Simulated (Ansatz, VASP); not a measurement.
# RbBr in VASP and in Ansatz

The input INCAR:

```
SYSTEM = RbBr
ALGO = Normal
EDIFF = 1E-6
EDIFFG = -0.005
ENCUT = 600
GGA = CA
IBRION = 2
ISIF = 3
ISMEAR = 0
LASPH = .True.
LCHARG = .False.
LREAL = .False.
LWAVE = .False.
NELM = 100
NSW = 100
PREC = Accurate
SIGMA = 0.02
```

KPOINTS

```
k-points
0
Gamma
  6 6 6
  0 0 0
```

POSCAR

```
RbBr
1.0
    3.9675087258      0.0000000000      0.0000000000
    0.0000000000      3.9675087258      0.0000000000
    0.0000000000      0.0000000000      3.9675087258
Rb Br
1 1
Direct
    0.0000000000      0.0000000000      0.0000000000
    0.5000000000      0.5000000000      0.5000000000
```

Input for Ansatz:

```yaml
crystal:
  lattice:
    - [3.9675087118, 0.0, 0.0]
    - [0.0, 3.9675087118, 0.0]
    - [0.0, 0.0, 3.9675087118]
  atoms:
    - { symbol: Rb, position: [0.0, 0.0, 0.0] }
    - { symbol: Br, position: [0.5, 0.5, 0.5] }
basis:
  ecutwfc: 420
kpoints:
  mp_grid: { grid: [6, 6, 6] }
hamiltonian:
  xc: lda
scf:
  occupations: { method: gaussian, width: 0.02 }
output:
  forces: true
  stress: true
  eigenvalues: true
relax:
  adjacent_minimum: "off"
  f_tol: 0.005
  max_steps: 80
  cell: { stress_tol: 0.05 }
```

Alike in both runs: task relaxation of cell and atoms; functional LDA; k mesh 6 × 6 × 6; occupations gaussian, width 0.02 eV; no spin polarisation.

```csv
,VASP,Ansatz
version,VASP 6.6.1,Ansatz 0.2.0
potentials or method,"VASP PAW LDA potentials, release 64 (Rb_sv, Br), cutoff 600 eV","scalar-relativistic, plane waves, PAW"
valence electrons in the cell,16,16
```

|  | VASP | Ansatz | Ansatz less VASP |
| --- | --- | --- | --- |
| gap on the k mesh at the Fermi level, each at its own relaxed structure (eV) | 4.11 | 4.11 | -0.001 |
| relaxed volume (Å³/atom) | 31.33 | 31.23 | -0.104 |
| relaxed length of the cell vector where the two differ most in proportion (Å) | 3.972 | 3.968 | -0.0044 |

LDA's correlation is that of Perdew and Zunger in VASP and of Perdew and Wang (1992) in Ansatz.
